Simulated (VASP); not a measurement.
# Be2SeO4 (P4mm) in VASP: single point with PBE

Aim: the single point of Be2SeO4 with PBE.

Everything below comes from runs of VASP 6.6.1. Logs are shortened: lines on timing, memory, paths and dates and some standing lists are left out, and cuts for length are marked.

## Step 1: The cell of the first run

It takes space group P4mm (No. 99, tetragonal). The conventional cell has a = 4.900 Å, b = 4.900 Å, c = 4.273 Å, α = 90.00°, β = 90.00°, γ = 90.00°. Be (site symmetry 2mm) has 4 O at 1.74 Å within 2.3 Å. Within 2.4 Å of Se (site symmetry 4mm) lie 4 O at 1.81 Å. Within 2.3 Å of O (site symmetry m) lie 2 Be at 1.74 Å and 1 Se at 1.81 Å.

## Step 2: Single point, PBE

The input, INCAR:

```
SYSTEM = Be2SeO4
PREC     = Accurate       ! precision mode
ENCUT    = 520            ! plane-wave cutoff, eV
EDIFF    = 1E-6           ! SCF threshold, eV
ISMEAR   = 0              ! smearing method
SIGMA    = 0.15           ! smearing width, eV
LREAL    = .FALSE.        ! projectors in reciprocal space
LASPH    = .TRUE.         ! aspherical terms in the spheres
NELM     = 60             ! most SCF steps
ALGO     = Normal         ! electronic algorithm
ISIF     = 2              ! what is computed and relaxed
LWAVE    = .FALSE.        ! write WAVECAR
LCHARG   = .FALSE.        ! write CHGCAR
GGA      = PE             ! functional
NBANDS   = 26             ! bands
```

The input, KPOINTS:

```
Automatic mesh
0
G
  3 3 3
  0 0 0
```

The input, POSCAR:

```
Be2SeO4
1.0
    4.9003032674      0.0000000000      0.0000000000
    0.0000000000      4.9003032674      0.0000000000
    0.0000000000      0.0000000000      4.2732751694
Be Se O
2 1 4
Direct
    0.5000000000      0.0000000000      0.6734542871
    0.0000000000      0.5000000000      0.6734542871
    0.0000000000      0.0000000000      0.8671606985
    0.7585807051      0.7585807051      0.7027338294
    0.2414192949      0.2414192949      0.7027338294
    0.2414192949      0.7585807051      0.7027338294
    0.7585807051      0.2414192949      0.7027338294
```

Potentials or basis: VASP PAW PBE potentials, release 64 (Be, Se, O).

On the command line:

```
$ cat potpaw_PBE.64/Be/POTCAR potpaw_PBE.64/Se/POTCAR potpaw_PBE.64/O/POTCAR > POTCAR
$ mpirun -np 1 vasp_std > vasp.out
```

OUTCAR:

```text
SYSTEM = Be2SeO4
   PREC = Accurate
   ENCUT = 520
   EDIFF = 1E-6
   ISMEAR = 0
   LREAL = .FALSE.
   LASPH = .TRUE.
   NELM = 60
   ISIF = 2
   GGA = PE

 ion  position               nearest neighbor table
   1  0.500  0.000  0.673-   4 1.74   5 1.74   6 1.74   7 1.74   3 2.59   3 2.59
   2  0.000  0.500  0.673-   4 1.74   5 1.74   6 1.74   7 1.74   3 2.59   3 2.59
   3  0.000  0.000  0.867-   4 1.81   5 1.81   6 1.81   7 1.81   1 2.59   2 2.59   2 2.59   1 2.59

   4  0.759  0.759  0.703-   1 1.74   2 1.74   3 1.81
   5  0.241  0.241  0.703-   1 1.74   2 1.74   3 1.81
   6  0.241  0.759  0.703-   1 1.74   2 1.74   3 1.81
   7  0.759  0.241  0.703-   1 1.74   2 1.74   3 1.81

  LATTYP: Found a simple tetragonal cell.
 ALAT       =     4.9003032674
 C/A-ratio  =     0.8720430015

  Lattice vectors:

 A1 = (   4.9003032674,   0.0000000000,   0.0000000000)
 A2 = (   0.0000000000,   4.9003032674,   0.0000000000)
 A3 = (   0.0000000000,   0.0000000000,   4.2732751694)

Analysis of symmetry for initial positions (statically):
=====================================================================
 Subroutine PRICEL returns:
 Original cell was already a primitive cell.

 Routine SETGRP: Setting up the symmetry group for a
 simple tetragonal supercell.

 Subroutine GETGRP returns: Found  8 space group operations
 (whereof  8 operations were pure point group operations)
 out of a pool of 16 trial point group operations.

The static configuration has the point symmetry C_4v.

Analysis of symmetry for dynamics (positions and initial velocities):
=====================================================================
 Subroutine PRICEL returns:
 Original cell was already a primitive cell.

 Routine SETGRP: Setting up the symmetry group for a
 simple tetragonal supercell.

 Subroutine GETGRP returns: Found  8 space group operations
 (whereof  8 operations were pure point group operations)
 out of a pool of 16 trial point group operations.

The dynamic configuration has the point symmetry C_4v.

 Subroutine INISYM returns: Found  8 space group operations
 (whereof  8 operations are pure point group operations),
 and found     1 'primitive' translations

----------------------------------------------------------------------------------------

                                     Primitive cell

  volume of cell :     102.6140

  direct lattice vectors                    reciprocal lattice vectors
     4.900303267  0.000000000  0.000000000     0.204069003  0.000000000  0.000000000
     0.000000000  4.900303267  0.000000000     0.000000000  0.204069003  0.000000000
     0.000000000  0.000000000  4.273275169     0.000000000  0.000000000  0.234012545

  length of vectors
     4.900303267  4.900303267  4.273275169     0.204069003  0.204069003  0.234012545

  position of ions in fractional coordinates (direct lattice)
     0.500000000  0.000000000  0.673454287
     0.000000000  0.500000000  0.673454287
     0.000000000  0.000000000  0.867160699
     0.758580705  0.758580705  0.702733829
     0.241419295  0.241419295  0.702733829
     0.241419295  0.758580705  0.702733829
     0.758580705  0.241419295  0.702733829

  ion indices of the primitive-cell ions
   primitive index   ion index
                 1           1
                 2           2
                 3           3
                 4           4
                 5           5
                 6           6
                 7           7

----------------------------------------------------------------------------------------

 KPOINTS: Automatic mesh

Automatic generation of k-mesh.
 Grid dimensions read from file:
 generate k-points for:    3    3    3

 Generating k-lattice:

  Cartesian coordinates                     Fractional coordinates (reciprocal lattice)
     0.068023001  0.000000000  0.000000000     0.333333333  0.000000000  0.000000000
     0.000000000  0.068023001  0.000000000     0.000000000  0.333333333  0.000000000
     0.000000000  0.000000000  0.078004182     0.000000000  0.000000000  0.333333333

  Length of vectors
     0.068023001  0.068023001  0.078004182

  Shift w.r.t. Gamma in fractional coordinates (k-lattice)
     0.000000000  0.000000000  0.000000000

 Subroutine IBZKPT returns following result:
 ===========================================

 Found      6 irreducible k-points:

 Following reciprocal coordinates:
            Coordinates               Weight
  0.000000  0.000000  0.000000      1.000000
  0.333333  0.000000  0.000000      4.000000
  0.333333  0.333333  0.000000      4.000000
  0.000000  0.000000  0.333333      2.000000
  0.333333  0.000000  0.333333      8.000000
  0.333333  0.333333  0.333333      8.000000
   k-points           NKPTS =      6   k-points in BZ     NKDIM =      6   number of bands    NBANDS=     26
   number of dos      NEDOS =    301   number of ions     NIONS =      7
   total plane-waves  NPLWV =  41472
   dimension x,y,z NGX =    36 NGY =   36 NGZ =   32
   dimension x,y,z NGXF=    72 NGYF=   72 NGZF=   64
   ions per type =               2   1   4
   NGX,Y,Z   is equivalent  to a cutoff of  12.21, 12.21, 12.45 a.u.
   NGXF,Y,Z  is equivalent  to a cutoff of  24.43, 24.43, 24.90 a.u.
 SYSTEM =  Be2SeO4
   PREC   = accura    normal or accurate (medium, high low for compatibility)
   ISTART =      0    job   : 0-new  1-cont  2-samecut
   ICHARG =      2    charge: 1-file 2-atom 10-const
   ISPIN  =      1    spin polarized calculation?
   LNONCOLLINEAR =      F non collinear calculations
   LSORBIT =      F    spin-orbit coupling
   LASPH  =      T    aspherical Exc in radial PAW
   ENCUT  =  520.0 eV  38.22 Ry    6.18 a.u.   9.11  9.11  7.95*2*pi/ulx,y,z
   NELM   =     60;   NELMIN=  2; NELMDL= -5     # of ELM steps
   EDIFF  = 0.1E-05   stopping-criterion for ELM
   LREAL  =      F    real-space projection
   EDIFFG = 0.1E-04   stopping-criterion for IOM
   NSW    =      0    number of steps for IOM
   IBRION =     -1    ionic relax: 0-MD 1-quasi-New 2-CG
   NFREE  =      0    steps in history (QN), initial steepest desc. (CG)
   ISIF   =      2    stress and relaxation
   ISYM   =      2    0-nonsym 1-usesym 2-fastsym
   POTIM  = 0.5000    time-step for ionic-motion
   TEBEG  =    0.0;   TEEND  =   0.0 temperature during run
   PSTRESS=    0.0 pullay stress
   NELECT =      34.0000    total number of electrons
   NUPDOWN=      -1.0000    fix difference up-down
   EMIN   =  10.00;   EMAX   =-10.00  energy-range for DOS
   EFERMI =   0.00;   METHOD = LEGACY
   ISMEAR =     0;   SIGMA  =   0.15  broadening in eV -4-tet -1-fermi 0-gaus
   EFERMI_NEDOS =   21; number of points for ismear=-14 and -15
   IALGO  =     38    algorithm
   IMIX   =      4    mixing-type and parameters
     AMIX     =   0.40;   BMIX     =  1.00
     AMIX_MAG =   1.60;   BMIX_MAG =  1.00
  volume/ion in A,a.u.               =      14.66        98.92
  Fermi-wavevector in a.u.,A,eV,Ry     =   1.132832  2.140742 17.460473  1.283309
  Thomas-Fermi vector in A             =   2.269534
   LORBIT       =      0    0 simple, 1 ext, 2 COOP (PROOUT), +10 PAW based schemes
   GGA     = PE    functional components
   LHFCALC =     F    Hartree Fock is set to
   AEXX    =    0.0000 exact exchange contribution
   IVDW    =     0    specifies the selected vdW correction
   LEPSILON=     F    determine dielectric tensor
   LRPA    =     F    only Hartree local field effects (RPA)
 non-spin polarized calculation
 Gauss-broadening in eV      SIGMA  =   0.15
  energy-cutoff  :      520.00
  volume of cell :      102.61
 maximum number of plane-waves:      2780
   NGX = 19   NGY = 19   NGZ = 15

 number of electron      33.9999994 magnetization

 Free energy of the ion-electron system (eV)
  ---------------------------------------------------
  ext. energy  EPLUGINS =         0.00000000
  ---------------------------------------------------
  free energy    TOTEN  =       -40.53919862 eV

  energy without entropy =      -40.53919862  energy(sigma->0) =      -40.53919862

 E-fermi :   1.2624     XC(G=0):  -8.0349

 val. band max:        0.5603852590   @ k =   0.0000   0.0000   0.0000
 cond. band min:       4.3865194524   @ k =   0.0000   0.0000   0.0000
 fundamental gap:      3.8261341935
 Fermi energy:         1.2624362575

 k-point     1 :       0.0000    0.0000    0.0000
  band No.  band energies     occupation
      1     -20.4368      2.00000
      2     -17.7789      2.00000
      3     -17.7789      2.00000
      4     -15.8380      2.00000
      5     -10.9704      2.00000
      6      -6.2841      2.00000
[... 18 lines left out ...]
     25      10.1323      0.00000
     26      11.4402      0.00000

 k-point     2 :       0.3333    0.0000    0.0000
  band No.  band energies     occupation
      1     -20.3311      2.00000
      2     -18.0266      2.00000
      3     -17.5803      2.00000
      4     -16.1730      2.00000
      5     -10.6228      2.00000
      6      -6.2405      2.00000
[... 18 lines left out ...]
     25      10.0841      0.00000
     26      11.1139      0.00000

 k-point     3 :       0.3333    0.3333    0.0000
  band No.  band energies     occupation
      1     -20.2319      2.00000
      2     -17.8418      2.00000
      3     -17.8000      2.00000
      4     -16.5067      2.00000
      5     -10.2736      2.00000
      6      -5.4233      2.00000
[... 18 lines left out ...]
     25       9.3617      0.00000
     26       9.9109      0.00000

 k-point     4 :       0.0000    0.0000    0.3333
  band No.  band energies     occupation
      1     -20.4159      2.00000
      2     -17.7699      2.00000
      3     -17.7699      2.00000
      4     -15.8335      2.00000
      5     -11.0129      2.00000
      6      -6.2430      2.00000
[... 18 lines left out ...]
     25      11.5303      0.00000
     26      11.6196      0.00000

 k-point     5 :       0.3333    0.0000    0.3333
  band No.  band energies     occupation
      1     -20.3106      2.00000
      2     -18.0154      2.00000
      3     -17.5716      2.00000
      4     -16.1677      2.00000
      5     -10.6718      2.00000
      6      -6.2479      2.00000
[... 18 lines left out ...]
     25      10.8627      0.00000
     26      11.6599      0.00000

 k-point     6 :       0.3333    0.3333    0.3333
  band No.  band energies     occupation
      1     -20.2120      2.00000
      2     -17.8311      2.00000
      3     -17.7892      2.00000
      4     -16.5002      2.00000
      5     -10.3297      2.00000
      6      -5.4289      2.00000
[... 18 lines left out ...]
     25      10.3498      0.00000
     26      11.1069      0.00000

------------------------ aborting loop because EDIFF is reached ----------------------------------------

  FORCE on cell =-STRESS in cart. coord.  units (eV):
  Direction    XX          YY          ZZ          XY          YZ          ZX
  --------------------------------------------------------------------------------------
  -------------------------------------------------------------------------------------
  Total        0.4380347      0.4380347      0.4764998      0.0000000      0.0000000      0.0000000
  in kB        6.8393111      6.8393111      7.4398900      0.0000000      0.0000000      0.0000000
  external PRESSURE =       7.0395040 kB  Pullay stress =       0.0000000 kB

 VOLUME and BASIS-vectors are now :
 -----------------------------------------------------------------------------
  energy-cutoff  :      520.00
  volume of cell :      102.61
      direct lattice vectors                 reciprocal lattice vectors
     4.900303267  0.000000000  0.000000000     0.204069003  0.000000000  0.000000000
     0.000000000  4.900303267  0.000000000     0.000000000  0.204069003  0.000000000
     0.000000000  0.000000000  4.273275169     0.000000000  0.000000000  0.234012545

 POSITION                                       TOTAL-FORCE (eV/Angst)
 -----------------------------------------------------------------------------------
      2.45015      0.00000      2.87786        -0.000000      0.000000     -0.010355
      0.00000      2.45015      2.87786         0.000000      0.000000     -0.010355
      0.00000      0.00000      3.70562         0.000000      0.000000      0.228937
      3.71728      3.71728      3.00298        -0.069783     -0.069783     -0.052057
      1.18303      1.18303      3.00298         0.069783      0.069783     -0.052057
      1.18303      3.71728      3.00298         0.069783     -0.069783     -0.052057
      3.71728      1.18303      3.00298        -0.069783      0.069783     -0.052057
 -----------------------------------------------------------------------------------
    total drift:                                0.000000     -0.000000     -0.000348

  FREE ENERGIE OF THE ION-ELECTRON SYSTEM (eV)
  ---------------------------------------------------
  free  energy   TOTEN  =       -40.5391986238 eV

  energy  without entropy=      -40.5391986238  energy(sigma->0) =      -40.53919862
```

It took 13 s on 1 thread of Intel Xeon Platinum 8488C (Sapphire Rapids), shared host; peak memory 0.2 GiB.

Results:

| Quantity | Value |
| --- | --- |
| Free energy | -40.5392 eV |
| Pressure | 0.7 GPa |
| Largest force | 0.229 eV/Å |
| Band gap on the k mesh | 3.83 eV, direct |

Forces on the atoms (eV/Å):
```
Be   0.000  0.000 -0.010
Be   0.000  0.000 -0.010
Se   0.000  0.000  0.229
O   -0.070 -0.070 -0.052
O    0.070  0.070 -0.052
O    0.070 -0.070 -0.052
O   -0.070  0.070 -0.052
```

Caveat: the k points lie up to 0.49 Å⁻¹ apart; this functional lacks dispersion, which binds the layers, so the pressure and a relaxed spacing across them are unreliable. A k mesh can miss the band edges.
